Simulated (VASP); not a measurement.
# MgS (F-43m) in VASP: notebook

Runs on MgS. Level: r2SCAN. Tasks: single point.

All numbers are computed with VASP 6.6.1; they aren't measurements. Logs are shortened: lines on timing, memory, paths and dates and some standing lists are left out, and cuts for length are marked.

## Step 1: The cell of the first run

It takes space group F-43m (No. 216, cubic). The conventional cell has a = 5.628 Å, b = 5.628 Å, c = 5.628 Å, α = 90.00°, β = 90.00°, γ = 90.00°. S (site symmetry -43m) has 4 Mg at 2.44 Å within 3.2 Å. Within 3.2 Å of Mg (site symmetry -43m) lie 4 S at 2.44 Å.

## Step 2: Single point, r2SCAN

Contents of POSCAR:

```
MgS
1.0
    0.0000000000      2.8141052454      2.8141052454
    2.8141052454      0.0000000000      2.8141052454
    2.8141052454      2.8141052454      0.0000000000
S Mg
1 1
Direct
    0.2500000000      0.2500000000      0.2500000000
    0.0000000000      0.0000000000      0.0000000000
```

Contents of INCAR.step1:

```
PREC = Accurate
ENCUT = 520
ISMEAR = -1
SIGMA = 0.05
LREAL = False
LASPH = True
NELM = 60
NBANDS = 11
GGA = PE
ALGO = Normal
EDIFF = 1E-4
LWAVE = True
LCHARG = False
```

Contents of INCAR.step2:

```
PREC = Accurate
ENCUT = 520
EDIFF = 1E-7
ISMEAR = -1
SIGMA = 0.05
LREAL = False
LASPH = True
NELM = 60
ALGO = Normal
ISIF = 2
LWAVE = False
LCHARG = True
METAGGA = R2SCAN
LMIXTAU = True
LELF = True
LVHAR = True
NBANDS = 11
ISTART = 1
```

Contents of KPOINTS:

```
Automatic mesh
0
Gamma
  8 8 8
```

Potentials or basis: VASP PAW PBE potentials, release 64 (S, Mg).

Launch:

```bash
$ cat potpaw_PBE.64/S/POTCAR potpaw_PBE.64/Mg/POTCAR > POTCAR
$ cp INCAR.step1 INCAR
$ mpirun -np 1 vasp_std > vasp.out
$ cp INCAR.step2 INCAR
$ mpirun -np 1 vasp_std > vasp.out
```

OUTCAR:

```text
PREC = Accurate
   ENCUT = 520
   EDIFF = 1E-7
   ISMEAR = -1
   LREAL = False
   LASPH = True
   NELM = 60
   ISIF = 2
   METAGGA = R2SCAN
   ISTART = 1

 ion  position               nearest neighbor table
   1  0.250  0.250  0.250-   2 2.44   2 2.44   2 2.44   2 2.44
   2  0.000  0.000  0.000-   1 2.44   1 2.44   1 2.44   1 2.44

  LATTYP: Found a face centered cubic cell.
 ALAT       =     5.6282104908

  Lattice vectors:

 A1 = (   0.0000000000,   2.8141052454,   2.8141052454)
 A2 = (   2.8141052454,   0.0000000000,   2.8141052454)
 A3 = (   2.8141052454,   2.8141052454,   0.0000000000)

Analysis of symmetry for initial positions (statically):
=====================================================================
 Subroutine PRICEL returns:
 Original cell was already a primitive cell.

 Routine SETGRP: Setting up the symmetry group for a
 face centered cubic supercell.

 Subroutine GETGRP returns: Found 24 space group operations
 (whereof 24 operations were pure point group operations)
 out of a pool of 48 trial point group operations.

The static configuration has the point symmetry T_d .

Analysis of symmetry for dynamics (positions and initial velocities):
=====================================================================
 Subroutine PRICEL returns:
 Original cell was already a primitive cell.

 Routine SETGRP: Setting up the symmetry group for a
 face centered cubic supercell.

 Subroutine GETGRP returns: Found 24 space group operations
 (whereof 24 operations were pure point group operations)
 out of a pool of 48 trial point group operations.

The dynamic configuration has the point symmetry T_d .

 Subroutine INISYM returns: Found 24 space group operations
 (whereof 24 operations are pure point group operations),
 and found     1 'primitive' translations

----------------------------------------------------------------------------------------

                                     Primitive cell

  volume of cell :      44.5709

  direct lattice vectors                    reciprocal lattice vectors
     0.000000000  2.814105245  2.814105245    -0.177676368  0.177676368  0.177676368
     2.814105245  0.000000000  2.814105245     0.177676368 -0.177676368  0.177676368
     2.814105245  2.814105245  0.000000000     0.177676368  0.177676368 -0.177676368

  length of vectors
     3.979745804  3.979745804  3.979745804     0.307744497  0.307744497  0.307744497

  position of ions in fractional coordinates (direct lattice)
     0.250000000  0.250000000  0.250000000
     0.000000000  0.000000000  0.000000000

  ion indices of the primitive-cell ions
   primitive index   ion index
                 1           1
                 2           2

----------------------------------------------------------------------------------------

 KPOINTS: Automatic mesh

Automatic generation of k-mesh.
 Grid dimensions read from file:
 generate k-points for:    8    8    8

 Generating k-lattice:

  Cartesian coordinates                     Fractional coordinates (reciprocal lattice)
    -0.022209546  0.022209546  0.022209546     0.125000000  0.000000000  0.000000000
     0.022209546 -0.022209546  0.022209546     0.000000000  0.125000000  0.000000000
     0.022209546  0.022209546 -0.022209546     0.000000000  0.000000000  0.125000000

  Length of vectors
     0.038468062  0.038468062  0.038468062

  Shift w.r.t. Gamma in fractional coordinates (k-lattice)
     0.000000000  0.000000000  0.000000000

 Subroutine IBZKPT returns following result:
 ===========================================

 Found     29 irreducible k-points:

 Following reciprocal coordinates:
            Coordinates               Weight
  0.000000  0.000000  0.000000      1.000000
  0.125000  0.000000  0.000000      8.000000
  0.250000  0.000000  0.000000      8.000000
  0.375000  0.000000  0.000000      8.000000
  0.500000  0.000000  0.000000      4.000000
  0.125000  0.125000  0.000000      6.000000
[... 16 lines left out ...]
  0.500000  0.250000  0.125000     48.000000
 -0.375000  0.250000  0.125000     24.000000
 [... further k-points ...]
   k-points           NKPTS =     29   k-points in BZ     NKDIM =     29   number of bands    NBANDS=     11
   number of dos      NEDOS =    301   number of ions     NIONS =      2
   total plane-waves  NPLWV =  27000
   dimension x,y,z NGX =    30 NGY =   30 NGZ =   30
   dimension x,y,z NGXF=    60 NGYF=   60 NGZF=   60
   ions per type =               1   1
   NGX,Y,Z   is equivalent  to a cutoff of  12.53, 12.53, 12.53 a.u.
   NGXF,Y,Z  is equivalent  to a cutoff of  25.06, 25.06, 25.06 a.u.
 SYSTEM =  unknown system
   PREC   = accura    normal or accurate (medium, high low for compatibility)
   ISTART =      1    job   : 0-new  1-cont  2-samecut
   ICHARG =      0    charge: 1-file 2-atom 10-const
   ISPIN  =      1    spin polarized calculation?
   LNONCOLLINEAR =      F non collinear calculations
   LSORBIT =      F    spin-orbit coupling
   LASPH  =      T    aspherical Exc in radial PAW
   ENCUT  =  520.0 eV  38.22 Ry    6.18 a.u.   7.40  7.40  7.40*2*pi/ulx,y,z
   NELM   =     60;   NELMIN=  2; NELMDL=  0     # of ELM steps
   EDIFF  = 0.1E-06   stopping-criterion for ELM
   LREAL  =      F    real-space projection
   EDIFFG = 0.1E-05   stopping-criterion for IOM
   NSW    =      0    number of steps for IOM
   IBRION =     -1    ionic relax: 0-MD 1-quasi-New 2-CG
   NFREE  =      0    steps in history (QN), initial steepest desc. (CG)
   ISIF   =      2    stress and relaxation
   ISYM   =      2    0-nonsym 1-usesym 2-fastsym
   POTIM  = 0.5000    time-step for ionic-motion
   TEBEG  =    0.0;   TEEND  =   0.0 temperature during run
   PSTRESS=    0.0 pullay stress
   NELECT =       8.0000    total number of electrons
   NUPDOWN=      -1.0000    fix difference up-down
   EMIN   =  10.00;   EMAX   =-10.00  energy-range for DOS
   EFERMI =   0.00;   METHOD = LEGACY
   ISMEAR =    -1;   SIGMA  =   0.05  broadening in eV -4-tet -1-fermi 0-gaus
   EFERMI_NEDOS =   21; number of points for ismear=-14 and -15
   IALGO  =     38    algorithm
   IMIX   =      4    mixing-type and parameters
     AMIX     =   0.40;   BMIX     =  1.00
     AMIX_MAG =   1.60;   BMIX_MAG =  1.00
  volume/ion in A,a.u.               =      22.29       150.39
  Fermi-wavevector in a.u.,A,eV,Ry     =   0.923467  1.745099 11.602918  0.852790
  Thomas-Fermi vector in A             =   2.049106
   LORBIT       =      0    0 simple, 1 ext, 2 COOP (PROOUT), +10 PAW based schemes
   METAGGA = R2SCAN    functional components
   LHFCALC =     F    Hartree Fock is set to
   AEXX    =    0.0000 exact exchange contribution
   IVDW    =     0    specifies the selected vdW correction
   LEPSILON=     F    determine dielectric tensor
   LRPA    =     F    only Hartree local field effects (RPA)
 non-spin polarized calculation
  energy-cutoff  :      520.00
  volume of cell :       44.57
 maximum number of plane-waves:      1243
 NGX is ok and might be reduce to    30
   NGX = 15   NGY = 15   NGZ = 15

 number of electron       8.0000001 magnetization

 Free energy of the ion-electron system (eV)
  ---------------------------------------------------
  ext. energy  EPLUGINS =         0.00000000
  ---------------------------------------------------
  free energy    TOTEN  =       -15.44919175 eV

  energy without entropy =      -15.44919175  energy(sigma->0) =      -15.44919175

 E-fermi :   1.9221     XC(G=0):  -8.8476

 val. band max:        0.8803023312   @ k =   0.0000   0.0000   0.0000
 cond. band min:       5.1054820395   @ k =   0.0000   0.0000   0.0000
 fundamental gap:      4.2251797083
 Fermi energy:         1.9220505199

 k-point     1 :       0.0000    0.0000    0.0000
  band No.  band energies     occupation
      1     -10.9195      2.00000
      2       0.8803      2.00000
      3       0.8803      2.00000
      4       0.8803      2.00000
      5       5.1055      0.00000
      6       9.5210      0.00000
      7       9.5210      0.00000
      8       9.5210      0.00000
      9      12.3732      0.00000
     10      12.3732      0.00000
     11      15.7388      0.00000

 k-point     2 :       0.1250    0.0000    0.0000
  band No.  band energies     occupation
      1     -10.8267      2.00000
      2       0.2129      2.00000
      3       0.8258      2.00000
      4       0.8258      2.00000
      5       5.7518      0.00000
      6       9.3482      0.00000
      7       9.7082      0.00000
      8       9.7082      0.00000
      9      11.9083      0.00000
     10      11.9083      0.00000
     11      14.9019      0.00000

 k-point     3 :       0.2500    0.0000    0.0000
  band No.  band energies     occupation
      1     -10.5866      2.00000
      2      -0.9896      2.00000
      3       0.7021      2.00000
      4       0.7021      2.00000
      5       6.6097      0.00000
      6       9.4233      0.00000
      7       9.7111      0.00000
      8       9.7111      0.00000
      9      12.0075      0.00000
     10      12.0075      0.00000
     11      14.0122      0.00000

 k-point     4 :       0.3750    0.0000    0.0000
  band No.  band energies     occupation
      1     -10.3178      2.00000
      2      -1.9597      2.00000
      3       0.5884      2.00000
      4       0.5884      2.00000
      5       6.7738      0.00000
      6       9.3040      0.00000
      7       9.3040      0.00000
      8      10.0116      0.00000
      9      13.3945      0.00000
     10      13.3945      0.00000
     11      14.0955      0.00000
[... 239 lines left out ...]
 k-point    22 :       0.3750    0.2500    0.1250
  band No.  band energies     occupation
      1     -10.4005      2.00000
      2      -1.1971      2.00000
      3       0.0137      2.00000
      4       0.4944      2.00000
      5       7.2456      0.00000
      6       8.5795      0.00000
      7       9.1141      0.00000
      8      10.8447      0.00000
      9      11.3536      0.00000
     10      14.1031      0.00000
     11      16.2316      0.00000

 k-point    23 :       0.5000    0.2500    0.1250
  band No.  band energies     occupation
      1     -10.1772      2.00000
      2      -1.7283      2.00000
      3      -0.3395      2.00000
      4       0.3128      2.00000
      5       7.4442      0.00000
      6       8.3702      0.00000
      7       9.5329      0.00000
      8      10.6509      0.00000
      9      12.5873      0.00000
     10      15.4102      0.00000
     11      15.8046      0.00000

 k-point    24 :      -0.3750    0.2500    0.1250
  band No.  band energies     occupation
      1     -10.0779      2.00000
      2      -1.9593      2.00000
      3      -0.4422      2.00000
      4       0.2142      2.00000
      5       7.4885      0.00000
      6       8.0905      0.00000
      7      10.4104      0.00000
      8      10.4574      0.00000
      9      13.1889      0.00000
     10      14.6428      0.00000
     11      16.0186      0.00000

 [... further k-points ...]
[... 5 lines left out ...]
  --------------------------------------------------------------------------------------
  -------------------------------------------------------------------------------------
  Total        0.2309254      0.2309254      0.2309254      0.0000000      0.0000000      0.0000000
  in kB        8.3010175      8.3010175      8.3010175      0.0000000      0.0000000      0.0000000
  external PRESSURE =       8.3010175 kB  Pullay stress =       0.0000000 kB

 VOLUME and BASIS-vectors are now :
 -----------------------------------------------------------------------------
  energy-cutoff  :      520.00
  volume of cell :       44.57
      direct lattice vectors                 reciprocal lattice vectors
     0.000000000  2.814105245  2.814105245    -0.177676368  0.177676368  0.177676368
     2.814105245  0.000000000  2.814105245     0.177676368 -0.177676368  0.177676368
     2.814105245  2.814105245  0.000000000     0.177676368  0.177676368 -0.177676368

 POSITION                                       TOTAL-FORCE (eV/Angst)
 -----------------------------------------------------------------------------------
      1.40705      1.40705      1.40705         0.000000      0.000000      0.000000
      0.00000      0.00000      0.00000        -0.000000     -0.000000     -0.000000
 -----------------------------------------------------------------------------------
    total drift:                               -0.000003     -0.000003     -0.000003

  FREE ENERGIE OF THE ION-ELECTRON SYSTEM (eV)
  ---------------------------------------------------
  free  energy   TOTEN  =       -15.4491917461 eV

  energy  without entropy=      -15.4491917460  energy(sigma->0) =      -15.44919175
```

Wall time 38 s (1 thread of Intel Xeon 6975P-C (Granite Rapids), shared host); peak memory 0.17 GiB.

Results:

```
Free energy            : -15.4492 eV
Pressure               : 0.8 GPa
Band gap on the k mesh : 4.23 eV, direct
```

Caveat: the PAW data sets were made with another functional, which shifts forces and pressure a little.

## Step 3: Single point, r2SCAN

This run uses another cell than the first one, of 22.74 Å³/atom, 1.020 times its volume.

Contents of POSCAR:

```
MgS
1.0
    0.0000000000      2.8331200468      2.8331200468
    2.8331200468      0.0000000000      2.8331200468
    2.8331200468      2.8331200468      0.0000000000
S Mg
1 1
Direct
    0.2500000000      0.2500000000      0.2500000000
    0.0000000000      0.0000000000      0.0000000000
```

Contents of INCAR.step1:

```
SYSTEM = MgS
ALGO     = Normal         ! electronic algorithm
EDIFF    = 1E-4           ! SCF threshold, eV
ENCUT    = 520            ! plane-wave cutoff, eV
GGA      = PE             ! functional
ISMEAR   = -1             ! smearing method
LASPH    = .TRUE.         ! aspherical terms in the spheres
LCHARG   = .FALSE.        ! write CHGCAR
LREAL    = .FALSE.        ! projectors in reciprocal space
LWAVE    = .TRUE.         ! write WAVECAR
NBANDS   = 11             ! bands
NELM     = 100            ! most SCF steps
PREC     = Accurate       ! precision mode
SIGMA    = 0.05           ! smearing width, eV
```

Contents of INCAR.step2:

```
SYSTEM = MgS
ALGO     = Normal         ! electronic algorithm
EDIFF    = 1E-6           ! SCF threshold, eV
ENCUT    = 520            ! plane-wave cutoff, eV
ISIF     = 2              ! what is computed and relaxed
ISMEAR   = -1             ! smearing method
ISTART   = 1            
LASPH    = .TRUE.         ! aspherical terms in the spheres
LCHARG   = .FALSE.        ! write CHGCAR
LMIXTAU  = .TRUE.       
LREAL    = .FALSE.        ! projectors in reciprocal space
LWAVE    = .FALSE.        ! write WAVECAR
METAGGA  = R2SCAN         ! meta-GGA
NBANDS   = 11             ! bands
NELM     = 100            ! most SCF steps
PREC     = Accurate       ! precision mode
SIGMA    = 0.05           ! smearing width, eV
```

Contents of KPOINTS:

```
k-points
0
G
  8 8 8
  0 0 0
```

Potentials or basis: VASP PAW PBE potentials, release 64 (S, Mg).

Launch:

```bash
$ cat potpaw_PBE.64/S/POTCAR potpaw_PBE.64/Mg/POTCAR > POTCAR
$ cp INCAR.step1 INCAR
$ mpirun -np 1 vasp_std > vasp.out
$ cp INCAR.step2 INCAR
$ mpirun -np 1 vasp_std > vasp.out
```

OUTCAR:

```text
SYSTEM = MgS
   EDIFF = 1E-6
   ENCUT = 520
   ISIF = 2
   ISMEAR = -1
   ISTART = 1
   LASPH = .TRUE.
   LREAL = .FALSE.
   METAGGA = R2SCAN
   NELM = 100
   PREC = Accurate

 ion  position               nearest neighbor table
   1  0.250  0.250  0.250-   2 2.45   2 2.45   2 2.45   2 2.45
   2  0.000  0.000  0.000-   1 2.45   1 2.45   1 2.45   1 2.45

  LATTYP: Found a face centered cubic cell.
 ALAT       =     5.6662400936

  Lattice vectors:

 A1 = (   0.0000000000,   2.8331200468,   2.8331200468)
 A2 = (   2.8331200468,   0.0000000000,   2.8331200468)
 A3 = (   2.8331200468,   2.8331200468,   0.0000000000)

Analysis of symmetry for initial positions (statically):
=====================================================================
 Subroutine PRICEL returns:
 Original cell was already a primitive cell.

 Routine SETGRP: Setting up the symmetry group for a
 face centered cubic supercell.

 Subroutine GETGRP returns: Found 24 space group operations
 (whereof 24 operations were pure point group operations)
 out of a pool of 48 trial point group operations.

The static configuration has the point symmetry T_d .

Analysis of symmetry for dynamics (positions and initial velocities):
[... 167 lines left out ...]
  band No.  band energies     occupation
      1     -10.9766      2.00000
      2       0.7543      2.00000
      3       0.7543      2.00000
      4       0.7543      2.00000
      5       4.8710      0.00000
      6       9.3422      0.00000
      7       9.3422      0.00000
      8       9.3422      0.00000
      9      12.2046      0.00000
     10      12.2046      0.00000
     11      15.4378      0.00000
[... 309 lines left out ...]
 k-point    24 :      -0.3750    0.2500    0.1250
  band No.  band energies     occupation
      1     -10.1711      2.00000
      2      -2.0240      2.00000
      3      -0.5384      2.00000
      4       0.1037      2.00000
      5       7.3374      0.00000
      6       7.8884      0.00000
      7      10.2071      0.00000
      8      10.2423      0.00000
      9      12.9494      0.00000
     10      14.4028      0.00000
     11      15.7461      0.00000

 [... further k-points ...]
[... 5 lines left out ...]
  --------------------------------------------------------------------------------------
  -------------------------------------------------------------------------------------
  Total       -0.1188331     -0.1188331     -0.1188331      0.0000000      0.0000000      0.0000000
  in kB       -4.1862298     -4.1862298     -4.1862298      0.0000000      0.0000000      0.0000000
  external PRESSURE =      -4.1862298 kB  Pullay stress =       0.0000000 kB

 VOLUME and BASIS-vectors are now :
 -----------------------------------------------------------------------------
  energy-cutoff  :      520.00
  volume of cell :       45.48
      direct lattice vectors                 reciprocal lattice vectors
     0.000000000  2.833120047  2.833120047    -0.176483874  0.176483874  0.176483874
     2.833120047  0.000000000  2.833120047     0.176483874 -0.176483874  0.176483874
     2.833120047  2.833120047  0.000000000     0.176483874  0.176483874 -0.176483874

 POSITION                                       TOTAL-FORCE (eV/Angst)
 -----------------------------------------------------------------------------------
      1.41656      1.41656      1.41656        -0.000000     -0.000000     -0.000000
      0.00000      0.00000      0.00000         0.000000      0.000000      0.000000
 -----------------------------------------------------------------------------------
    total drift:                               -0.000003     -0.000003     -0.000003

  FREE ENERGIE OF THE ION-ELECTRON SYSTEM (eV)
  ---------------------------------------------------
  free  energy   TOTEN  =       -15.4504451484 eV

  energy  without entropy=      -15.4504451484  energy(sigma->0) =      -15.45044515
```

Wall time 35 s (1 thread of Intel Xeon 6975P-C (Granite Rapids), shared host); peak memory 0.17 GiB.

Results:

```yaml
Free_energy: -15.4504 eV
Pressure: -0.4 GPa
Band_gap_on_the_k_mesh: 4.12 eV, direct
```

Levels at points of the mesh, in eV from the valence-band top:
| k point | band 2 | band 3 | band 4 | band 5 | band 6 | band 7 |
| --- | --- | --- | --- | --- | --- | --- |
| (0.00, 0.00, 0.00) | 0.00 | 0.00 | 0.00 | 4.12 | 8.59 | 8.59 |
| (0.50, 0.00, 0.00) | -3.14 | -0.33 | -0.33 | 5.78 | 8.21 | 8.21 |
| (0.50, 0.50, 0.00) | -2.81 | -1.05 | -1.05 | 4.32 | 6.26 | 12.11 |

Caveat: the PAW data sets were made with another functional, which shifts forces and pressure a little. A k mesh can miss the band edges.

(Part 1 of 2 ends here.)
